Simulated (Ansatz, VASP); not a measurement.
## TiO2 in VASP and in Ansatz

Contents of INCAR:

```
SYSTEM = TiO2
  PREC = Accurate
  ENCUT = 520
  EDIFF = 1E-6
  ISMEAR = 0
  SIGMA = 0.05
  LREAL = .False.
  LASPH = .True.
  NELM = 100
  ALGO = Normal
  ISIF = 2
  LWAVE = .False.
  LCHARG = .False.
  GGA = PE
  NBANDS = 33
```

KPOINTS

```
Automatic mesh
0
Gamma
  6 6 10
  0 0 0
```

Contents of POSCAR:

```
TiO2
1.0
    4.6430645122     -0.0464306451      0.0000000000
   -0.0464306451      4.6430645122      0.0000000000
    0.0000000000      0.0000000000      2.9640243990
Ti O
2 4
Direct
    0.0000000000      0.0000000000      0.0000000000
    0.5000000000      0.5000000000      0.5000000000
    0.3051105247      0.3051105247      0.0000000000
    0.1948894753      0.8051105247      0.5000000000
    0.6948894753      0.6948894753      0.0000000000
    0.8051105247      0.1948894753      0.5000000000
```

Input for Ansatz:

```yaml
crystal:
  lattice:
    - [4.6430645122, -0.0464306451, 0.0]
    - [-0.0464306451, 4.6430645122, 0.0]
    - [0.0, 0.0, 2.964024399]
  atoms:
    - { symbol: Ti, position: [0.0, 0.0, 0.0] }
    - { symbol: Ti, position: [0.5, 0.5, 0.5] }
    - { symbol: O, position: [0.3051105247, 0.3051105247, 0.0] }
    - { symbol: O, position: [0.1948894753, 0.8051105247, 0.5] }
    - { symbol: O, position: [0.6948894753, 0.6948894753, 0.0] }
    - { symbol: O, position: [0.8051105247, 0.1948894753, 0.5] }
basis:
  ecutwfc: 420
kpoints:
  mp_grid: { grid: [6, 6, 10] }
hamiltonian:
  xc: pbe
scf:
  occupations: { method: gaussian, width: 0.05 }
output:
  forces: true
  stress: true
  eigenvalues: true
```

Change from the starting cell: strain -0.0200 x Voigt [0, 0, 0, 0, 0, 1], atoms carried along.

Alike in both runs: task single point; functional PBE; k mesh 6 × 6 × 10; occupations gaussian, width 0.05 eV; no spin polarisation.

|  | VASP | Ansatz |
| --- | --- | --- |
| version | VASP 6.6.1 | Ansatz 0.2.0 |
| potentials or method | VASP PAW PBE potentials, release 64 (Ti_sv, O), cutoff 520 eV | scalar-relativistic, plane waves, PAW |
| valence electrons in the cell | 48 | 48 |

|  | VASP | Ansatz | Ansatz less VASP |
| --- | --- | --- | --- |
| gap on the k mesh at the Fermi level (eV) | 1.83 | 1.86 | +0.025 |
| least direct gap on the mesh (eV) | 1.83 | 1.86 | +0.025 |
| pressure (GPa) | 0.8 | 0.1 | -0.66 |
| traceless stress, the component that is largest in VASP (GPa) | 4.27 | 4.24 | -0.034 |
| rms of the force components (eV/Å) | 0.013 | 0.009 | -0.0039 |

Atom by atom the forces differ by 0.013 eV/Å (rms over components). With one functional, cell and mesh, what is left measures potentials, basis and numerics.
